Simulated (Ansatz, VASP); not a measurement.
CdSiP2: VASP beside Ansatz

Contents of POSCAR:

```
CdSiP2
1.0
   -2.8436140000      2.8436140000      5.2485580000
    2.8436140000     -2.8436140000      5.2485580000
    2.8436140000      2.8436140000     -5.2485580000
Cd Si P
2 2 4
Direct
    0.7500000000      0.2500000000      0.5000000000
    0.0000000000      0.0000000000      0.0000000000
    0.5000000000      0.5000000000      0.0000000000
    0.2500000000      0.7500000000      0.5000000000
    0.8750000000      0.8281280000      0.4531280000
    0.1718720000      0.6250000000      0.0468720000
    0.3750000000      0.4218720000      0.5468720000
    0.5781280000      0.1250000000      0.9531280000
```

File INCAR.step1:

```
SYSTEM = CdSiP2
PREC     = Accurate       ! precision mode
ENCUT    = 550            ! plane-wave cutoff, eV
ISMEAR   = 0              ! smearing method
SIGMA    = 0.01           ! smearing width, eV
LREAL    = .False.        ! projectors in reciprocal space
LASPH    = .True.         ! aspherical terms in the spheres
NELM     = 120            ! most SCF steps
NBANDS   = 36             ! bands
GGA      = PE             ! functional
ALGO     = Normal         ! electronic algorithm
EDIFF    = 1E-5           ! SCF threshold, eV
LWAVE    = .True.         ! write WAVECAR
LCHARG   = .False.        ! write CHGCAR
GGA_COMPAT= .False.
```

INCAR.step2

```
SYSTEM = CdSiP2
PREC     = Accurate       ! precision mode
ENCUT    = 550            ! plane-wave cutoff, eV
EDIFF    = 1E-6           ! SCF threshold, eV
ISMEAR   = 0              ! smearing method
SIGMA    = 0.01           ! smearing width, eV
LREAL    = .False.        ! projectors in reciprocal space
LASPH    = .True.         ! aspherical terms in the spheres
NELM     = 120            ! most SCF steps
ALGO     = Normal         ! electronic algorithm
ISIF     = 2              ! what is computed and relaxed
LWAVE    = .False.        ! write WAVECAR
LCHARG   = .True.         ! write CHGCAR
METAGGA  = R2SCAN         ! meta-GGA
LMIXTAU  = .True.       
LELF     = .True.         ! ELF
LVHAR    = .True.       
NBANDS   = 36             ! bands
ISTART   = 1            
GGA_COMPAT= .False.
```

Contents of KPOINTS:

```
regular mesh
0
Gamma
  4 4 4
  0 0 0
```

Input for Ansatz:

```yaml
crystal:
  lattice:
    - [-2.843614, 2.843614, 5.248558]
    - [2.843614, -2.843614, 5.248558]
    - [2.843614, 2.843614, -5.248558]
  atoms:
    - { symbol: Cd, position: [0.7499999999999999, 0.25000000000000006, 0.49999999999999994] }
    - { symbol: Cd, position: [0.0, 0.0, 0.0] }
    - { symbol: Si, position: [0.5, 0.5, 0.0] }
    - { symbol: Si, position: [0.25000000000000006, 0.7499999999999999, 0.49999999999999994] }
    - { symbol: P, position: [0.875, 0.828128, 0.45312800000000003] }
    - { symbol: P, position: [0.171872, 0.625, 0.04687199999999998] }
    - { symbol: P, position: [0.375, 0.421872, 0.546872] }
    - { symbol: P, position: [0.5781279999999999, 0.12499999999999997, 0.9531279999999999] }
kpoints:
  mp_grid:
    grid: [4, 4, 4]
hamiltonian:
  xc: r2scan
scf:
  occupations:
    method: fixed
output:
  eigenvalues: true
```

Alike in both runs: task single point; functional r2SCAN; k mesh 4 × 4 × 4; no spin polarisation.

|  | VASP | Ansatz |
| --- | --- | --- |
| version | VASP 6.6.1 | Ansatz 0.2.0 |
| potentials or method | VASP PAW PBE potentials, release 64 (Cd, Si, P) | plane waves, PAW |
| plane-wave cutoff (eV) | 550 | 500 |
| occupations | gaussian, width 0.01 eV | fixed |
| valence electrons in the cell | 52 | 68 |

```csv
,VASP,Ansatz,Ansatz less VASP
gap on the k mesh at the Fermi level (eV),1.63,1.63,-0.006
```

VASP's potentials were made for PBE, not for r2SCAN. VASP's potentials hold 52 valence electrons a cell and Ansatz's 68, so a difference there can come from the potentials and not from the codes.
